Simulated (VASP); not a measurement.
A run of VASP 6.6.1 is set up as follows.

File INCAR:

```
SYSTEM = IrC
  PREC = Accurate
  ENCUT = 520
  EDIFF = 1E-7
  ISMEAR = -1
  SIGMA = 0.08
  LREAL = .False.
  LASPH = .True.
  NELM = 100
  ALGO = Normal
  ISIF = 2
  LWAVE = .False.
  LCHARG = .False.
  GGA = PE
  NBANDS = 14
```

The input KPOINTS:

```
regular mesh
0
Gamma
  16 16 16
  0 0 0
```

File POSCAR:

```
IrC
1.0
    0.0000000000      2.0318194769      2.0318194769
    2.0318194769      0.0000000000      2.0318194769
    2.0318194769      2.0318194769      0.0000000000
Ir C
1 1
Direct
    0.0000000000      0.0000000000      0.0000000000
    0.2500000000      0.2500000000      0.2500000000
```

Potentials or basis: VASP PAW PBE potentials, release 64 (Ir, C).

Run with:

```bash
$ cat potpaw_PBE.64/Ir/POTCAR potpaw_PBE.64/C/POTCAR > POTCAR
$ mpirun -np 1 vasp_std > vasp.out
```

Task: What does it give for the pressure?

Result: 257.9 GPa.
